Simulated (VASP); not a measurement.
Ti3N3F: single point with PBE

The system is Ti3N3F, a slab with vacuum.

```
N Ti F
1.0
     3.00286    0.00000    0.00000
    -1.50143    2.60055    0.00000
     0.00000    0.00000   21.55415
N Ti F
3 3 1
Direct
  0.33333 0.66667 0.18558
  0.00000 0.00000 0.29933
  0.66667 0.33333 0.41473
  0.66667 0.33333 0.24245
  0.33333 0.66667 0.35751
  0.00000 0.00000 0.46646
  0.00000 0.16667 0.54612
```

| Property | Result |
| --- | --- |
| Program | VASP 6.6.1 |
| Task | single point |
| Functional | PBE |
| Potentials or basis | VASP PAW PBE potentials, release 64 (N, Ti_sv, F) |
| Cutoff | 520 eV |
| k mesh | 9 × 9 × 1 |
| Occupations | gaussian, width 0.1 eV |
| Spin | no spin polarisation |
| Dipole correction | yes |
| Further INCAR settings | ALGO = Fast; EDIFF = 1e-06; NBANDS = 38 |

The largest force is 5.475 eV/Å and the band gap on the k mesh is zero (bands 29 and 30 overlap by 0.15 eV).

Forces in eV/Å, atoms in the order of the input:
```
N   -0.001  0.003  4.228
N    0.000  0.001  1.290
N    0.107 -0.273  0.018
Ti   0.003  0.004 -5.475
Ti   0.019 -0.046 -0.196
Ti   0.008  0.106 -0.035
F   -0.134  0.204  0.171
```

Levels at points of the mesh, in eV from the Fermi level:
```csv
k point,band 27,band 28,band 29,band 30,band 31,band 32
"(0.00, 0.00, 0.00)",-0.36,-0.34,0.20,0.25,0.42,1.26
```

Wall time 18 min on 1 thread of Oxide Virtual Turin-like Processor (shared host), peak memory 0.4 GiB.
